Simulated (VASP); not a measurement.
# AlCo3 (Pm-3m) in VASP: a series of runs

The runs below take AlCo3 through single point, with r2SCAN.

Program: VASP 6.6.1. These are calculated values, not measurements. Logs are shortened: lines on timing, memory, paths and dates and some standing lists are left out, and cuts for length are marked.

### Step 1. The cell of the first run

The structure is cubic, space group Pm-3m (No. 221). Conventional cell: a = 3.575 Å, b = 3.575 Å, c = 3.575 Å, α = 90.00°, β = 90.00°, γ = 90.00°. Within 3.3 Å of Al (site symmetry m-3m) lie 12 Co at 2.53 Å. Within 3.3 Å of Co (site symmetry 4/mmm) lie 4 Al at 2.53 Å and 8 Co at 2.53 Å.

### Step 2. Single point, r2SCAN, collinear spin, ferromagnetic start

File POSCAR:

```
AlCo3
1.0
    3.5749480000      0.0000000000      0.0000000000
    0.0000000000      3.5749480000      0.0000000000
    0.0000000000      0.0000000000      3.5749480000
Al Co
1 3
Direct
    0.0000000000      0.0000000000      0.0000000000
    0.5000000000      0.5000000000      0.0000000000
    0.5000000000      0.0000000000      0.5000000000
    0.0000000000      0.5000000000      0.5000000000
```

File INCAR.step1:

```
SYSTEM = AlCo3
PREC = Accurate
ENCUT = 520
ISMEAR = 1
SIGMA = 0.1
LREAL = .False.
LASPH = .True.
NELM = 150
ISPIN = 2
MAGMOM = 0 1.76 1.76 1.76
LMAXMIX = 4
NBANDS = 27
GGA = PE
ALGO = Normal
EDIFF = 1E-4
LWAVE = .True.
LCHARG = .False.
```

File INCAR.step2:

```
SYSTEM = AlCo3
PREC = Accurate
ENCUT = 520
EDIFF = 1E-6
ISMEAR = 1
SIGMA = 0.1
LREAL = .False.
LASPH = .True.
NELM = 150
ALGO = Normal
ISIF = 2
LWAVE = .False.
LCHARG = .False.
ISPIN = 2
MAGMOM = 0 1.76 1.76 1.76
LORBIT = 11
LMAXMIX = 4
METAGGA = R2SCAN
LMIXTAU = .True.
NBANDS = 27
ISTART = 1
```

File KPOINTS:

```
Automatic mesh
0
Gamma
  12 12 12
  0 0 0
```

Potentials or basis: VASP PAW PBE potentials, release 64 (Al, Co).

On the command line:

```sh
$ cat potpaw_PBE.64/Al/POTCAR potpaw_PBE.64/Co/POTCAR > POTCAR
$ cp INCAR.step1 INCAR
$ mpirun -np 1 vasp_std > vasp.out
$ cp INCAR.step2 INCAR
$ mpirun -np 1 vasp_std > vasp.out
```

OUTCAR:

```text
SYSTEM = AlCo3
   PREC = Accurate
   ENCUT = 520
   EDIFF = 1E-6
   ISMEAR = 1
   LREAL = .False.
   LASPH = .True.
   NELM = 150
   ISIF = 2
   ISPIN = 2
   LORBIT = 11
   METAGGA = R2SCAN
   ISTART = 1

 ion  position               nearest neighbor table
   1  0.000  0.000  0.000-   2 2.53   3 2.53   4 2.53   3 2.53   4 2.53   2 2.53   4 2.53   4 2.53
                             2 2.53   3 2.53   3 2.53   2 2.53
   2  0.500  0.500  0.000-   1 2.53   3 2.53   4 2.53   3 2.53   4 2.53   1 2.53   3 2.53   3 2.53
                             1 2.53   4 2.53   4 2.53   1 2.53
   3  0.500  0.000  0.500-   1 2.53   2 2.53   4 2.53   1 2.53   2 2.53   2 2.53   4 2.53   2 2.53
                             1 2.53   4 2.53   1 2.53   4 2.53
   4  0.000  0.500  0.500-   1 2.53   2 2.53   3 2.53   1 2.53   2 2.53   1 2.53   3 2.53   1 2.53
                             2 2.53   3 2.53   2 2.53   3 2.53

  LATTYP: Found a simple cubic cell.
 ALAT       =     3.5749480000

  Lattice vectors:

 A1 = (   3.5749480000,   0.0000000000,   0.0000000000)
 A2 = (   0.0000000000,   3.5749480000,   0.0000000000)
 A3 = (   0.0000000000,   0.0000000000,   3.5749480000)

Analysis of symmetry for initial positions (statically):
=====================================================================
 Subroutine PRICEL returns:
 Original cell was already a primitive cell.

 Routine SETGRP: Setting up the symmetry group for a
 simple cubic supercell.

 Subroutine GETGRP returns: Found 48 space group operations
 (whereof 48 operations were pure point group operations)
 out of a pool of 48 trial point group operations.

The static configuration has the point symmetry O_h .

Analysis of symmetry for dynamics (positions and initial velocities):
=====================================================================
 Subroutine PRICEL returns:
 Original cell was already a primitive cell.

 Routine SETGRP: Setting up the symmetry group for a
 simple cubic supercell.

 Subroutine GETGRP returns: Found 48 space group operations
 (whereof 48 operations were pure point group operations)
 out of a pool of 48 trial point group operations.

The dynamic configuration has the point symmetry O_h .

Analysis of structural, dynamic, and magnetic symmetry:
=====================================================================
 Subroutine PRICEL returns:
 Original cell was already a primitive cell.

 Routine SETGRP: Setting up the symmetry group for a
 simple cubic supercell.

 Subroutine GETGRP returns: Found 48 space group operations
 (whereof 48 operations were pure point group operations)
 out of a pool of 48 trial point group operations.

The overall configuration has the point symmetry O_h .

 Subroutine INISYM returns: Found 48 space group operations
 (whereof 48 operations are pure point group operations),
 and found     1 'primitive' translations

----------------------------------------------------------------------------------------

                                     Primitive cell

  volume of cell :      45.6887

  direct lattice vectors                    reciprocal lattice vectors
     3.574948000  0.000000000  0.000000000     0.279724348  0.000000000  0.000000000
     0.000000000  3.574948000  0.000000000     0.000000000  0.279724348  0.000000000
     0.000000000  0.000000000  3.574948000     0.000000000  0.000000000  0.279724348

  length of vectors
     3.574948000  3.574948000  3.574948000     0.279724348  0.279724348  0.279724348

  position of ions in fractional coordinates (direct lattice)
     0.000000000  0.000000000  0.000000000
     0.500000000  0.500000000  0.000000000
     0.500000000  0.000000000  0.500000000
     0.000000000  0.500000000  0.500000000

  ion indices of the primitive-cell ions
   primitive index   ion index
                 1           1
                 2           2
                 3           3
                 4           4

----------------------------------------------------------------------------------------

 KPOINTS: Automatic mesh

Automatic generation of k-mesh.
 Grid dimensions read from file:
 generate k-points for:   12   12   12

 Generating k-lattice:

  Cartesian coordinates                     Fractional coordinates (reciprocal lattice)
     0.023310362  0.000000000  0.000000000     0.083333333  0.000000000  0.000000000
     0.000000000  0.023310362  0.000000000     0.000000000  0.083333333  0.000000000
     0.000000000  0.000000000  0.023310362     0.000000000  0.000000000  0.083333333

  Length of vectors
     0.023310362  0.023310362  0.023310362

  Shift w.r.t. Gamma in fractional coordinates (k-lattice)
     0.000000000  0.000000000  0.000000000

 Subroutine IBZKPT returns following result:
 ===========================================

 Found     84 irreducible k-points:

 Following reciprocal coordinates:
            Coordinates               Weight
  0.000000  0.000000  0.000000      1.000000
  0.083333  0.000000  0.000000      6.000000
  0.166667  0.000000  0.000000      6.000000
  0.250000  0.000000  0.000000      6.000000
  0.333333  0.000000  0.000000      6.000000
  0.416667  0.000000  0.000000      6.000000
[... 16 lines left out ...]
  0.333333  0.333333  0.000000     12.000000
  0.416667  0.333333  0.000000     24.000000
 [... further k-points ...]
   k-points           NKPTS =     84   k-points in BZ     NKDIM =     84   number of bands    NBANDS=     27
   number of dos      NEDOS =    301   number of ions     NIONS =      4
   total plane-waves  NPLWV =  21952
   dimension x,y,z NGX =    28 NGY =   28 NGZ =   28
   dimension x,y,z NGXF=    56 NGYF=   56 NGZF=   56
   ions per type =               1   3
   NGX,Y,Z   is equivalent  to a cutoff of  13.02, 13.02, 13.02 a.u.
   NGXF,Y,Z  is equivalent  to a cutoff of  26.04, 26.04, 26.04 a.u.
 SYSTEM =  AlCo3
   PREC   = accura    normal or accurate (medium, high low for compatibility)
   ISTART =      1    job   : 0-new  1-cont  2-samecut
   ICHARG =      0    charge: 1-file 2-atom 10-const
   ISPIN  =      2    spin polarized calculation?
   LNONCOLLINEAR =      F non collinear calculations
   LSORBIT =      F    spin-orbit coupling
   LASPH  =      T    aspherical Exc in radial PAW
   ENCUT  =  520.0 eV  38.22 Ry    6.18 a.u.   6.65  6.65  6.65*2*pi/ulx,y,z
   NELM   =    150;   NELMIN=  2; NELMDL=  0     # of ELM steps
   EDIFF  = 0.1E-05   stopping-criterion for ELM
   LREAL  =      F    real-space projection
   EDIFFG = 0.1E-04   stopping-criterion for IOM
   NSW    =      0    number of steps for IOM
   IBRION =     -1    ionic relax: 0-MD 1-quasi-New 2-CG
   NFREE  =      0    steps in history (QN), initial steepest desc. (CG)
   ISIF   =      2    stress and relaxation
   ISYM   =      2    0-nonsym 1-usesym 2-fastsym
   POTIM  = 0.5000    time-step for ionic-motion
   TEBEG  =    0.0;   TEEND  =   0.0 temperature during run
   PSTRESS=    0.0 pullay stress
   NELECT =      30.0000    total number of electrons
   NUPDOWN=      -1.0000    fix difference up-down
   EMIN   =  10.00;   EMAX   =-10.00  energy-range for DOS
   EFERMI =   0.00;   METHOD = LEGACY
   ISMEAR =     1;   SIGMA  =   0.10  broadening in eV -4-tet -1-fermi 0-gaus
   EFERMI_NEDOS =   21; number of points for ismear=-14 and -15
   IALGO  =     38    algorithm
   IMIX   =      4    mixing-type and parameters
     AMIX     =   0.40;   BMIX     =  1.00
     AMIX_MAG =   1.60;   BMIX_MAG =  1.00
  volume/ion in A,a.u.               =      11.42        77.08
  Fermi-wavevector in a.u.,A,eV,Ry     =   1.422915  2.688919 27.547527  2.024686
  Thomas-Fermi vector in A             =   2.543568
   LORBIT       =     11    0 simple, 1 ext, 2 COOP (PROOUT), +10 PAW based schemes
   METAGGA = R2SCAN    functional components
   LHFCALC =     F    Hartree Fock is set to
   AEXX    =    0.0000 exact exchange contribution
   IVDW    =     0    specifies the selected vdW correction
   LEPSILON=     F    determine dielectric tensor
   LRPA    =     F    only Hartree local field effects (RPA)
 spin polarized calculation
 Methfessel and Paxton  Order N= 1 SIGMA  =   0.10
  energy-cutoff  :      520.00
  volume of cell :       45.69
 maximum number of plane-waves:      1253
 NGX is ok and might be reduce to    28
   NGX = 13   NGY = 13   NGZ = 13

 number of electron      30.0000030 magnetization       4.4934787

 Free energy of the ion-electron system (eV)
  ---------------------------------------------------
  ext. energy  EPLUGINS =         0.00000000
  ---------------------------------------------------
  free energy    TOTEN  =       -47.14804029 eV

  energy without entropy =      -47.14785282  energy(sigma->0) =      -47.14797780

 E-fermi :  10.4210     XC(G=0): -13.8026

 val. band max:       10.4063653033   @ k =   0.3333   0.3333   0.2500
 cond. band min:      10.4250949434   @ k =   0.5000   0.4167   0.1667
 fundamental gap:      0.0187296401
 Fermi energy:        10.4210238765

 spin component 1

 k-point     1 :       0.0000    0.0000    0.0000
  band No.  band energies     occupation
      1      -0.4269      1.00000
      2       4.1884      1.00000
      3       5.2983      1.00000
      4       5.2984      1.00000
      5       5.9721      1.00000
      6       5.9721      1.00000
[... 19 lines left out ...]
     26      24.4542      0.00000
     27      24.4543      0.00000

 k-point     2 :       0.0833    0.0000    0.0000
  band No.  band energies     occupation
      1      -0.3383      1.00000
      2       4.2255      1.00000
      3       5.2673      1.00000
      4       5.3525      1.00000
      5       5.9907      1.00000
      6       5.9907      1.00000
[... 652 lines left out ...]
 k-point    24 :       0.4167    0.3333    0.0000
  band No.  band energies     occupation
      1       2.7741      1.00000
      2       4.4036      1.00000
      3       5.2352      1.00000
      4       5.6501      1.00000
      5       6.2705      1.00000
      6       6.4420      1.00000
[... 19 lines left out ...]
     26      23.2229      0.00000
     27      23.8596      0.00000

 [... further k-points ...]

 spin component 2

 k-point     1 :       0.0000    0.0000    0.0000
  band No.  band energies     occupation
      1      -0.6502      1.00000
      2       6.3445      1.00000
      3       6.9557      1.00000
      4       6.9564      1.00000
      5       6.9564      1.00000
      6       7.2728      1.00000
[... 19 lines left out ...]
     26      24.9971      0.00000
     27      24.9972      0.00000

 k-point     2 :       0.0833    0.0000    0.0000
  band No.  band energies     occupation
      1      -0.5604      1.00000
      2       6.3512      1.00000
      3       6.9680      1.00000
      4       6.9687      1.00000
      5       6.9814      1.00000
      6       7.1334      1.00000
[... 652 lines left out ...]
 k-point    24 :       0.4167    0.3333    0.0000
  band No.  band energies     occupation
      1       2.6435      1.00000
      2       4.5584      1.00000
      3       5.6469      1.00000
      4       7.0855      1.00000
      5       7.1406      1.00000
      6       7.6418      1.00000
[... 19 lines left out ...]
     26      23.7549      0.00000
     27      24.0219      0.00000

 [... further k-points ...]

------------------------ aborting loop because EDIFF is reached ----------------------------------------

  FORCE on cell =-STRESS in cart. coord.  units (eV):
  Direction    XX          YY          ZZ          XY          YZ          ZX
  --------------------------------------------------------------------------------------
  -------------------------------------------------------------------------------------
  Total        0.3777871      0.3777871      0.3777871      0.0000000     -0.0000000     -0.0000000
  in kB       13.2479435     13.2479435     13.2479435      0.0000000     -0.0000000     -0.0000000
  external PRESSURE =      13.2479435 kB  Pullay stress =       0.0000000 kB

 VOLUME and BASIS-vectors are now :
 -----------------------------------------------------------------------------
  energy-cutoff  :      520.00
  volume of cell :       45.69
      direct lattice vectors                 reciprocal lattice vectors
     3.574948000  0.000000000  0.000000000     0.279724348  0.000000000  0.000000000
     0.000000000  3.574948000  0.000000000     0.000000000  0.279724348  0.000000000
     0.000000000  0.000000000  3.574948000     0.000000000  0.000000000  0.279724348

 POSITION                                       TOTAL-FORCE (eV/Angst)
 -----------------------------------------------------------------------------------
      0.00000      0.00000      0.00000         0.000000      0.000000      0.000000
      1.78747      1.78747      0.00000         0.000000      0.000000      0.000000
      1.78747      0.00000      1.78747         0.000000      0.000000      0.000000
      0.00000      1.78747      1.78747         0.000000      0.000000      0.000000
 -----------------------------------------------------------------------------------
    total drift:                                0.000000      0.000000      0.000000

  FREE ENERGIE OF THE ION-ELECTRON SYSTEM (eV)
  ---------------------------------------------------
  free  energy   TOTEN  =       -47.1480402906 eV

  energy  without entropy=      -47.1478528218  energy(sigma->0) =      -47.14797780

 total charge

# of ion       s       p       d       tot
------------------------------------------
    1        0.411   0.435   0.000   0.845
    2        0.485   0.558   7.274   8.317
    3        0.485   0.558   7.274   8.317
    4        0.485   0.558   7.274   8.317
--------------------------------------------------
tot          1.865   2.110  21.823  25.798

 magnetization (x)

# of ion       s       p       d       tot
------------------------------------------
    1       -0.001  -0.036   0.000  -0.038
    2        0.013  -0.008   1.567   1.573
    3        0.013  -0.008   1.567   1.573
    4        0.013  -0.008   1.567   1.573
--------------------------------------------------
tot          0.038  -0.059   4.701   4.680
```

It took 16 min on 1 thread of Intel Xeon 8259CL, shared host; peak memory 0.29 GiB.

Results:

* Free energy: -47.1480 eV
* Pressure: 1.3 GPa
* Net moment: 4.49 μB per cell
* Site moments: Al -0.04; Co +1.57 μB
* Valence electrons inside the program's atomic spheres: Al 0.84; Co 8.32

Levels at points of the mesh, in eV from the Fermi level:
Spin up:
```tsv
k point	band 15	band 16	band 17	band 18	band 19	band 20
(0.00, 0.00, 0.00)	-0.91	-0.91	0.32	0.32	0.32	6.22
(0.50, 0.00, 0.00)	-2.11	-2.11	-0.91	5.22	5.22	5.23
(0.50, 0.50, 0.00)	-1.91	-1.77	-1.24	-0.06	-0.06	7.93
(0.50, 0.50, 0.50)	-1.88	-1.31	-1.31	-1.31	-0.89	3.19
```
Spin down:
```
           k point  band 9  band 10  band 11  band 12  band 13  band 14  band 15  band 16  band 17  band 18
(0.00, 0.00, 0.00)   -1.09    -1.09     0.31     0.31     0.31     0.52     0.52     0.52     1.47     1.47
(0.50, 0.00, 0.00)   -1.76    -1.62    -0.89    -0.89    -0.19     0.50     0.52     0.77     1.55     5.61
(0.50, 0.50, 0.00)   -1.88    -1.88    -0.58    -0.57    -0.43     0.20     0.34     0.45     0.45     2.11
(0.50, 0.50, 0.50)   -1.30    -1.30    -1.08    -0.72    -0.72     0.43     0.43     0.43     1.17     1.17
```

Caveat: the PAW data sets were made with another functional, which shifts forces and pressure a little.

[end of part 1 of 2]
